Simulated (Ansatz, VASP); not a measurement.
## SrTiO3: VASP beside Ansatz

```
Sr Ti O
1.0
     3.94711    0.00000    0.00000
     0.00000    3.94711    0.00000
     0.00000    0.00000    3.94711
Sr Ti O
1 1 3
Direct
  0.50000 0.50000 0.50000
  0.00000 0.00000 0.00000
  0.50000 0.00000 0.00000
  0.00000 0.50000 0.00000
  0.00000 0.00000 0.50000
```

Alike in both runs: functional PBE; k mesh 8 × 8 × 8; occupations gaussian, width 0.02 eV; no spin polarisation; Hubbard terms Ti d U = 4.0 eV.

Ansatz relaxed the structure, and its values are those at the end. VASP's run is a single point on that final structure, the one shown.

```csv
,VASP,Ansatz
version,VASP 6.6.1,Ansatz 0.2.0
potentials or method,"VASP PAW PBE potentials, release 64 (Sr_sv, Ti_sv, O), cutoff 520 eV","scalar-relativistic, plane waves, PAW"
valence electrons in the cell,40,40
```

```csv
,VASP,Ansatz,Ansatz less VASP
gap on the k mesh at the Fermi level (eV),2.31,2.30,-0.010
least direct gap on the mesh (eV),2.74,2.72,-0.016
pressure (GPa),2.7,0.0,-2.69
```

The programs project onto different local orbitals, so the same U acts differently, and such runs can settle in different states.
